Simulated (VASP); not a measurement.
# H3C8F in VASP: further runs

The runs below take H3C8F through single point, with PBE.

Everything below comes from runs of VASP 6.6.1. Logs are shortened: lines on timing, memory, paths and dates and some standing lists are left out, and cuts for length are marked.

**1. The cell of the first run**

The cell holds a slab with vacuum, 24 atoms: a = 5.049 Å, b = 5.049 Å, c = 15.776 Å, α = 90.00°, β = 90.00°, γ = 60.00°.

**2. Single point, PBE**

File INCAR:

```
PREC = Accurate
ENCUT = 520
EDIFF = 1E-6
ISMEAR = -1
SIGMA = 0.02
LREAL = Auto
LASPH = T
NELM = 100
ALGO = Normal
ISIF = 2
LWAVE = F
LCHARG = T
GGA = PE
LELF = T
LVHAR = T
NBANDS = 60
```

File KPOINTS:

```
Automatic mesh
0
Gamma
  2 2 1
```

File POSCAR:

```
H3C8F
1.0
    5.0487420000      0.0000000000      0.0000000000
    2.5243710000      4.3723390000      0.0000000000
    0.0000000000      0.0000000000     15.7764260000
H C F
6 16 2
Direct
    0.1666721879      0.1666613682      0.0633857123
    0.6666779319      0.1666613682      0.0633857123
    0.1666715721      0.6666683439      0.0633857123
    0.6666575092      0.6666683439      0.0633857123
   -0.0064313536      0.5009446889      0.3672441401
    0.4781733719      0.5555150230      0.3732087356
    0.1666721879      0.1666613682      0.1331099959
    0.6666779319      0.1666613682      0.1331099959
    0.1666715721      0.6666683439      0.1331099959
    0.6666575092      0.6666683439      0.1331099959
   -0.1666613682      0.3333227364      0.1657726535
    0.3333443758      0.3333227364      0.1657726535
   -0.1666619840      0.8333297121      0.1657726535
    0.3333437600      0.8333297121      0.1657726535
   -0.1829239484      0.3671947669      0.2651868047
    0.3154669076      0.3791791991      0.2649142461
   -0.1667343526      0.8518552656      0.2661185746
    0.3340035717      0.8619185292      0.2667777860
   -0.0132918339      0.0140656980      0.2915172296
    0.4933937784      0.0357245859      0.2975959194
    0.0047481883      0.5213685398      0.2992819793
    0.4794209010      0.5439880119      0.2989333579
   -0.0191936520      1.0357842793      0.3801875025
    0.4885726747      1.0685127571      0.3882501652
```

Potentials or basis: VASP PAW PBE potentials, release 64 (H, C, F).

On the command line:

```bash
> cat potpaw_PBE.64/H/POTCAR potpaw_PBE.64/C/POTCAR potpaw_PBE.64/F/POTCAR > POTCAR
> mpirun -np 1 vasp_std > vasp.out
```

OUTCAR:

```text
PREC = Accurate
   ENCUT = 520
   EDIFF = 1E-6
   ISMEAR = -1
   LREAL = Auto
   LASPH = T
   NELM = 100
   ISIF = 2
   GGA = PE

 ion  position               nearest neighbor table
   1  0.167  0.167  0.063-   7 1.10
   2  0.667  0.167  0.063-   8 1.10
   3  0.167  0.667  0.063-   9 1.10
   4  0.667  0.667  0.063-  10 1.10
   5  0.994  0.501  0.367-  21 1.08
   6  0.478  0.556  0.373-  22 1.17
   7  0.167  0.167  0.133-   1 1.10  14 1.55  11 1.55  12 1.55
   8  0.667  0.167  0.133-   2 1.10  11 1.55  13 1.55  12 1.55
   9  0.167  0.667  0.133-   3 1.10  13 1.55  14 1.55  12 1.55
  10  0.667  0.667  0.133-   4 1.10  14 1.55  13 1.55  11 1.55
  11  0.833  0.333  0.166-   8 1.55   7 1.55  10 1.55  15 1.58
  12  0.333  0.333  0.166-   8 1.55   7 1.55   9 1.55  16 1.58
[... 8 lines left out ...]
  21  0.005  0.521  0.299-   5 1.08  16 1.46  17 1.54  15 1.59
  22  0.479  0.544  0.299-   6 1.17  18 1.48  16 1.53  15 1.57
  23  0.981  0.036  0.380-  19 1.40
  24  0.489  0.069  0.388-  20 1.44

  LATTYP: Found a hexagonal cell.
 ALAT       =     5.0487421480
 C/A-ratio  =     3.1248230822

  Lattice vectors:

 A1 = (  -2.5243710000,  -4.3723390000,   0.0000000000)
 A2 = (   5.0487420000,   0.0000000000,   0.0000000000)
 A3 = (   0.0000000000,   0.0000000000,  15.7764260000)

Analysis of symmetry for initial positions (statically):
=====================================================================
 Subroutine PRICEL returns:
 Original cell was already a primitive cell.

 Routine SETGRP: Setting up the symmetry group for a
 hexagonal supercell.

 Subroutine GETGRP returns: Found  1 space group operations
 (whereof  1 operations were pure point group operations)
 out of a pool of 24 trial point group operations.

The static configuration has the point symmetry C_1 .

Analysis of symmetry for dynamics (positions and initial velocities):
=====================================================================
 Subroutine PRICEL returns:
 Original cell was already a primitive cell.

 Routine SETGRP: Setting up the symmetry group for a
 hexagonal supercell.

 Subroutine GETGRP returns: Found  1 space group operations
 (whereof  1 operations were pure point group operations)
 out of a pool of 24 trial point group operations.

The dynamic configuration has the point symmetry C_1 .

 Subroutine INISYM returns: Found  1 space group operations
 (whereof  1 operations are pure point group operations),
 and found     1 'primitive' translations

[... 120 lines left out ...]
   NSW    =      0    number of steps for IOM
   IBRION =     -1    ionic relax: 0-MD 1-quasi-New 2-CG
   NFREE  =      0    steps in history (QN), initial steepest desc. (CG)
   ISIF   =      2    stress and relaxation
   ISYM   =      2    0-nonsym 1-usesym 2-fastsym
   POTIM  = 0.5000    time-step for ionic-motion
   TEBEG  =    0.0;   TEEND  =   0.0 temperature during run
   PSTRESS=    0.0 pullay stress
   NELECT =      84.0000    total number of electrons
   NUPDOWN=      -1.0000    fix difference up-down
   EMIN   =  10.00;   EMAX   =-10.00  energy-range for DOS
   EFERMI =   0.00;   METHOD = LEGACY
   ISMEAR =    -1;   SIGMA  =   0.02  broadening in eV -4-tet -1-fermi 0-gaus
   EFERMI_NEDOS =   21; number of points for ismear=-14 and -15
   IALGO  =     38    algorithm
   IMIX   =      4    mixing-type and parameters
     AMIX     =   0.40;   BMIX     =  1.00
     AMIX_MAG =   1.60;   BMIX_MAG =  1.00
  volume/ion in A,a.u.               =      14.51        97.92
  Fermi-wavevector in a.u.,A,eV,Ry     =   1.019059  1.925743 14.129399  1.038482
  Thomas-Fermi vector in A             =   2.152552
   LORBIT       =      0    0 simple, 1 ext, 2 COOP (PROOUT), +10 PAW based schemes
   GGA     = PE    functional components
   LHFCALC =     F    Hartree Fock is set to
   AEXX    =    0.0000 exact exchange contribution
   IVDW    =     0    specifies the selected vdW correction
   LEPSILON=     F    determine dielectric tensor
   LRPA    =     F    only Hartree local field effects (RPA)
 non-spin polarized calculation
  energy-cutoff  :      520.00
  volume of cell :      348.26
 maximum number of plane-waves:      9407
 NGX is ok and might be reduce to    40
   NGX = 19   NGY = 19   NGZ = 59

 number of electron      83.9999997 magnetization

 Free energy of the ion-electron system (eV)
  ---------------------------------------------------
  ext. energy  EPLUGINS =         0.00000000
  ---------------------------------------------------
  free energy    TOTEN  =      -173.67164583 eV

  energy without entropy =     -173.67164583  energy(sigma->0) =     -173.67164583

 E-fermi :  -0.1158     XC(G=0):  -5.4291

 val. band max:       -0.6521426683   @ k =   0.0000   0.0000   0.0000
 cond. band min:       2.5719267934   @ k =   0.0000   0.0000   0.0000
 fundamental gap:      3.2240694616
 Fermi energy:        -0.1158334973

 k-point     1 :       0.0000    0.0000    0.0000
  band No.  band energies     occupation
      1     -25.6481      2.00000
      2     -24.9978      2.00000
      3     -20.3415      2.00000
      4     -17.6608      2.00000
      5     -15.4962      2.00000
      6     -15.2783      2.00000
[... 217 lines left out ...]
     53       7.0233      0.00000
     54       7.2174      0.00000
 [bands above 54 left out]

------------------------ aborting loop because EDIFF is reached ----------------------------------------

  FORCE on cell =-STRESS in cart. coord.  units (eV):
  Direction    XX          YY          ZZ          XY          YZ          ZX
  --------------------------------------------------------------------------------------
  -------------------------------------------------------------------------------------
  Total        5.1071903      2.7144428     -5.5685001     -0.0835233    -10.0720475     -1.9073218
  in kB       23.4956247     12.4877919    -25.6178799     -0.3842491    -46.3364457     -8.7746323
  external PRESSURE =       3.4551789 kB  Pullay stress =       0.0000000 kB

 VOLUME and BASIS-vectors are now :
 -----------------------------------------------------------------------------
  energy-cutoff  :      520.00
  volume of cell :      348.26
      direct lattice vectors                 reciprocal lattice vectors
     5.048742000  0.000000000  0.000000000     0.198069143 -0.114355268  0.000000000
     2.524371000  4.372339000  0.000000000     0.000000000  0.228710537  0.000000000
     0.000000000  0.000000000 15.776426000     0.000000000  0.000000000  0.063385712

 POSITION                                       TOTAL-FORCE (eV/Angst)
 -----------------------------------------------------------------------------------
      1.26220      0.72870      1.00000         0.022969      0.098614     -0.183936
      3.78660      0.72870      1.00000        -0.012355      0.041626     -0.168721
      2.52440      2.91490      1.00000         0.050471      0.159294     -0.195233
      5.04870      2.91490      1.00000         0.043561      0.119323     -0.223649
      6.28084      2.19030      5.79380         0.479448      0.271982      0.554869
      3.81650      2.42890      5.88790        -0.173364     -0.477284     -1.883193
[... 16 lines left out ...]
      5.04217      0.15646      5.99800         0.146365     -0.659262      1.296460
      2.63963      0.29956      6.12520        -0.623734     -0.941454     -0.599825
 -----------------------------------------------------------------------------------
    total drift:                               -0.011833      0.033940     -0.055301

  FREE ENERGIE OF THE ION-ELECTRON SYSTEM (eV)
  ---------------------------------------------------
  free  energy   TOTEN  =      -173.6716458255 eV

  energy  without entropy=     -173.6716458255  energy(sigma->0) =     -173.67164583
```

stdout:

```text
POSCAR found type information on POSCAR H C F
 POSCAR found :  3 types and      24 ions
 scaLAPACK will be used
 LDA part: xc-table for (Slater+PW92), standard interpolation
 POSCAR, INCAR and KPOINTS ok, starting setup
 FFT: planning ... GRIDC
 FFT: planning ... GRID_SOFT
 FFT: planning ... GRID
 WAVECAR not read
 entering main loop
```

Wall time 2.4 min (1 thread of Intel Xeon 6975P-C (Granite Rapids), shared host); peak memory 0.46 GiB.

Results:

```
Free energy            : -173.6716 eV
Largest force          : 5.188 eV/Å
Band gap on the k mesh : 3.22 eV, direct
```

Forces on the atoms (eV/Å):
```
H    0.023  0.099 -0.184
H   -0.012  0.042 -0.169
H    0.050  0.159 -0.195
H    0.044  0.119 -0.224
H    0.479  0.272  0.555
H   -0.173 -0.477 -1.883
C   -0.027  0.017  1.450
C    0.017  0.075  1.444
C    0.004  0.002  1.140
C   -0.009 -0.013  0.954
C   -0.044  1.330 -0.558
C    0.192  1.365 -0.641
C    0.015  0.467 -0.640
C    0.914  0.937 -0.555
C    0.259 -2.063 -0.371
C    1.132 -3.625  0.226
C   -2.193 -0.617 -0.686
C   -2.182  0.244 -1.063
C    3.465  3.695  1.123
C    0.207  0.822 -0.218
C   -3.278  0.366 -1.257
C    1.593 -1.614  1.054
F    0.146 -0.659  1.296
F   -0.624 -0.941 -0.600
```

Levels at points of the mesh, in eV from the valence-band top:
```tsv
k point	band 38	band 39	band 40	band 41	band 42	band 43	band 44	band 45	band 46	band 47
(0.00, 0.00, 0.00)	-2.15	-1.50	-1.34	-0.32	0.00	3.22	4.67	5.05	5.16	5.76
(0.50, 0.00, 0.00)	-2.95	-2.44	-2.26	-1.79	-1.59	4.61	4.63	5.27	5.60	6.24
(0.50, 0.50, 0.00)	-2.96	-2.43	-2.08	-1.76	-1.47	4.59	4.61	5.25	5.58	6.32
(0.00, 0.50, 0.00)	-2.90	-2.48	-2.32	-1.92	-1.45	4.58	4.63	5.22	5.80	6.11
```

Caveat: the k points lie up to 0.72 Å⁻¹ apart.

**3. Single point, PBE**

File INCAR:

```
SYSTEM = H3C8F
PREC = Accurate ; ENCUT = 520
EDIFF = 1E-6 ; ISMEAR = -1
SIGMA = 0.02 ; LREAL = Auto
LASPH = .TRUE. ; NELM = 80
ALGO = Normal ; ISIF = 2
LWAVE = .FALSE. ; LCHARG = .TRUE.
GGA = PE ; LELF = .TRUE.
LVHAR = .TRUE. ; NBANDS = 60
```

File KPOINTS:

```
Automatic mesh
0
G
  2 2 1
  0 0 0
```

File POSCAR:

```
H3C8F
1.0
    5.0487420000      0.0000000000      0.0000000000
    2.5243710000      4.3723390000      0.0000000000
    0.0000000000      0.0000000000     15.7764260000
H C F
6 16 2
Direct
    0.1666721879      0.1666613682      0.0633857123
    0.6666779319      0.1666613682      0.0633857123
    0.1666715721      0.6666683439      0.0633857123
    0.6666575092      0.6666683439      0.0633857123
   -0.0244857136      0.4874965093      0.3696337814
    0.5433289696      0.4463972258      0.3623824560
    0.1666721879      0.1666613682      0.1331099959
    0.6666779319      0.1666613682      0.1331099959
    0.1666715721      0.6666683439      0.1331099959
    0.6666575092      0.6666683439      0.1331099959
   -0.1666613682      0.3333227364      0.1657726535
    0.3333443758      0.3333227364      0.1657726535
   -0.1666619840      0.8333297121      0.1657726535
    0.3333437600      0.8333297121      0.1657726535
   -0.1306985296      0.2788667576      0.2629175962
    0.3580591146      0.2872604343      0.2668221560
   -0.1446940894      0.8031399212      0.2631774776
    0.3451991052      0.7876333468      0.2709929359
    0.0219025813     -0.0389722755      0.2945787595
    0.5176075142     -0.0522374866      0.2993897350
    0.0247442931      0.4712351901      0.2947182080
    0.5530583755      0.4185402824      0.2978748165
   -0.0203022742      0.9683604130      0.3801241168
    0.5339895782      0.9356090642      0.3907031922
```

Potentials or basis: VASP PAW PBE potentials, release 64 (H, C, F).

On the command line:

```bash
> cat potpaw_PBE.64/H/POTCAR potpaw_PBE.64/C/POTCAR potpaw_PBE.64/F/POTCAR > POTCAR
> mpirun -np 1 vasp_std > vasp.out
```

It took 2.4 min on 1 thread of Intel Xeon 6975P-C (Granite Rapids), shared host; peak memory 0.46 GiB.

The run converged. Its results:

```yaml
Free_energy: -172.9117 eV
Largest_force: 5.258 eV/Å
Band_gap_on_the_k_mesh: 3.34 eV, direct
```

Forces in eV/Å, atoms in the order of the input:
```
H    0.039 -0.144 -0.227
H   -0.001 -0.095 -0.216
H   -0.005 -0.140 -0.189
H   -0.020 -0.124 -0.156
H    1.102 -0.297 -2.201
H    0.015 -0.304  2.862
C    0.039  0.050  1.040
C   -0.057  0.064  0.889
C    0.092  0.022  1.379
C   -0.059  0.039  1.724
C    0.194 -1.834 -1.123
C    0.121 -1.752 -0.405
C   -0.083 -0.706 -1.147
C   -0.210 -1.143 -0.024
C    0.592  4.113 -0.423
C    0.022  0.738  0.280
C   -2.039 -0.829 -0.235
C    3.258 -1.300 -2.275
C   -0.832 -0.920 -0.483
C    0.825  0.834 -0.732
C   -1.649 -1.262  2.454
C   -1.880  4.296 -2.380
F    1.124  0.284  2.387
F   -0.590  0.411 -0.800
```

Levels at points of the mesh, in eV from the valence-band top:
| k point | band 38 | band 39 | band 40 | band 41 | band 42 | band 43 | band 44 | band 45 | band 46 | band 47 |
| --- | --- | --- | --- | --- | --- | --- | --- | --- | --- | --- |
| (0.00, 0.00, 0.00) | -1.87 | -1.42 | -1.03 | -0.14 | 0.00 | 3.34 | 4.83 | 5.26 | 5.58 | 5.72 |
| (0.50, 0.00, 0.00) | -2.72 | -2.28 | -2.05 | -1.66 | -1.40 | 4.73 | 4.80 | 5.56 | 5.74 | 6.53 |
| (0.50, 0.50, 0.00) | -2.68 | -2.30 | -2.07 | -1.78 | -1.53 | 4.76 | 4.77 | 5.46 | 5.76 | 6.52 |
| (0.00, 0.50, 0.00) | -2.82 | -2.52 | -1.76 | -1.54 | -1.52 | 4.60 | 4.75 | 5.04 | 5.89 | 6.51 |

Caveat: the k points lie up to 0.72 Å⁻¹ apart.

**4. Single point, PBE**

File INCAR:

```
SYSTEM = H3C8F
ALGO = Normal
EDIFF = 1E-6
ENCUT = 520
GGA = PE
ISIF = 2
ISMEAR = -1
LASPH = .TRUE.
LCHARG = .TRUE.
LELF = .TRUE.
LREAL = Auto
LVHAR = .TRUE.
LWAVE = .FALSE.
NBANDS = 60
NELM = 60
PREC = Accurate
SIGMA = 0.02
```

File KPOINTS:

```
k-points
0
G
  2 2 1
  0 0 0
```

File POSCAR:

```
H3C8F
1.0
    5.0487420000      0.0000000000      0.0000000000
    2.5243710000      4.3723390000      0.0000000000
    0.0000000000      0.0000000000     15.7764260000
H C F
6 16 2
Direct
    0.1666721879      0.1666613682      0.0633857123
    0.6666779319      0.1666613682      0.0633857123
    0.1666715721      0.6666683439      0.0633857123
    0.6666575092      0.6666683439      0.0633857123
   -0.0214171229      0.4894405489      0.3609245846
    0.5047670375      0.5353656247      0.3603477746
    0.1666721879      0.1666613682      0.1331099959
    0.6666779319      0.1666613682      0.1331099959
    0.1666715721      0.6666683439      0.1331099959
    0.6666575092      0.6666683439      0.1331099959
   -0.1666613682      0.3333227364      0.1657726535
    0.3333443758      0.3333227364      0.1657726535
   -0.1666619840      0.8333297121      0.1657726535
    0.3333437600      0.8333297121      0.1657726535
   -0.1908327566      0.3644731115      0.2583791792
    0.3367334834      0.3378740761      0.2607117734
   -0.1775054408      0.8290299540      0.2676778632
    0.3353582867      0.8510090366      0.2670756989
    0.0019171775      0.0234199590      0.2983502094
    0.5209682439      0.0290233671      0.2995228450
   -0.0080361380      0.4938546622      0.2980396194
    0.4971938626      0.5273378848      0.2904206567
   -0.0216851039      1.0614456015      0.3803649825
    0.4532579094      1.1091546195      0.3897397294
```

On the command line:

```bash
> cat potpaw_PBE.64/H/POTCAR potpaw_PBE.64/C/POTCAR potpaw_PBE.64/F/POTCAR > POTCAR
> mpirun -np 1 vasp_std > vasp.out
```

Run time: 2.6 min. Hardware: 1 thread of Intel Xeon 6975P-C (Granite Rapids), shared host; peak memory 0.46 GiB.

Results (log left out):

| Item | Value |
| --- | --- |
| Free energy | -172.3294 eV |
| Largest force | 6.323 eV/Å |
| Band gap on the k mesh | 2.53 eV, direct |

Forces on the atoms (eV/Å):
```
H   -0.029  0.087 -0.190
H    0.015 -0.024 -0.156
H    0.001  0.072 -0.132
H   -0.020  0.083 -0.223
H    0.035 -0.288  4.123
H   -0.271 -0.661  0.021
C   -0.051 -0.110  0.943
C    0.011 -0.051  1.062
C   -0.047  0.030  1.719
C   -0.051  0.115  0.507
C    0.035  0.662 -2.521
C   -0.043 -0.083 -1.695
C   -0.644  0.212 -0.125
C    0.526  1.328 -0.456
C    2.331 -4.047  2.053
C    0.180  2.358  1.844
C    5.735  0.875  0.192
C   -0.156  1.627 -1.060
C   -1.974 -0.867 -4.599
C   -5.828 -0.119 -0.543
C    1.638  2.032 -5.760
C   -2.250 -0.879  2.003
F    0.008 -0.468  3.762
F    0.848 -1.881 -0.768
```

Levels at points of the mesh, in eV from the valence-band top:
```csv
k point,band 38,band 39,band 40,band 41,band 42,band 43,band 44,band 45,band 46,band 47
"(0.00, 0.00, 0.00)",-2.93,-2.33,-1.79,-0.95,0.00,2.53,3.78,4.32,4.63,5.09
"(0.50, 0.00, 0.00)",-3.77,-3.19,-2.80,-2.36,-1.64,3.86,3.95,4.13,5.22,5.58
"(0.50, 0.50, 0.00)",-3.63,-3.28,-2.85,-2.68,-2.11,3.91,3.92,4.03,5.18,5.69
"(0.00, 0.50, 0.00)",-3.60,-3.38,-3.03,-2.35,-1.53,3.83,3.96,4.14,5.35,5.63
```

Caveat: the k points lie up to 0.72 Å⁻¹ apart.

(Part 1 of 2 ends here.)
